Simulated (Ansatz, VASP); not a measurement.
# Hf: VASP beside Ansatz

File INCAR:

```
SYSTEM = Hf
  PREC = Accurate
  ENCUT = 520
  EDIFF = 1E-6
  ISMEAR = -1
  SIGMA = 0.1
  LREAL = .FALSE.
  LASPH = .TRUE.
  NELM = 100
  ALGO = Normal
  ISIF = 2
  LWAVE = .FALSE.
  LCHARG = .FALSE.
  GGA = PE
  NBANDS = 17
```

File KPOINTS:

```
regular mesh
0
G
  12 12 12
  0 0 0
```

POSCAR

```
Hf
1.0
    0.0000000000      2.5081244518      2.5081244518
    2.5081244518      0.0000000000      2.5081244518
    2.5081244518      2.5081244518      0.0000000000
Hf
2
Direct
   -0.1250000000     -0.1250000000     -0.1250000000
    0.1250000000      0.1250000000      0.1250000000
```

Input for Ansatz:

```yaml
crystal:
  lattice:
    - [0.0, 2.5081244518, 2.5081244518]
    - [2.5081244518, 0.0, 2.5081244518]
    - [2.5081244518, 2.5081244518, 0.0]
  atoms:
    - { symbol: Hf, position: [-0.125, -0.125, -0.125] }
    - { symbol: Hf, position: [0.125, 0.125, 0.125] }
kpoints:
  mp_grid: { grid: [12, 12, 12] }
scf:
  occupations: { method: fermi_dirac, width: 0.1 }
hamiltonian:
  xc: pbe
  pseudopotentials: { kind: all_electron, lapw: { basis_error: 0.001 } }
output:
  forces: true
  stress: true
  eigenvalues: true
  populations: true
```

Change from the starting cell: volume scaled by 0.45, LAPW.

Alike in both runs: task single point; functional PBE; k mesh 12 × 12 × 12; occupations fermi-dirac, width 0.1 eV; no spin polarisation.

|  | VASP | Ansatz |
| --- | --- | --- |
| version | VASP 6.6.1 | Ansatz 0.2.0 |
| potentials or method | VASP PAW PBE potentials, release 64 (Hf_pv), cutoff 520 eV | all-electron LAPW, scalar-relativistic |

```csv
,VASP,Ansatz,Ansatz less VASP
pressure (GPa),115.3,119.5,+4.21
```

Both programs put the cell under a high pressure, so it lies far from rest at this level. Ansatz ran all-electron here, and VASP with PAW potentials.

Neither program's run includes spin-orbit coupling. Noted on VASP's run: the cell as given lies far from equilibrium.
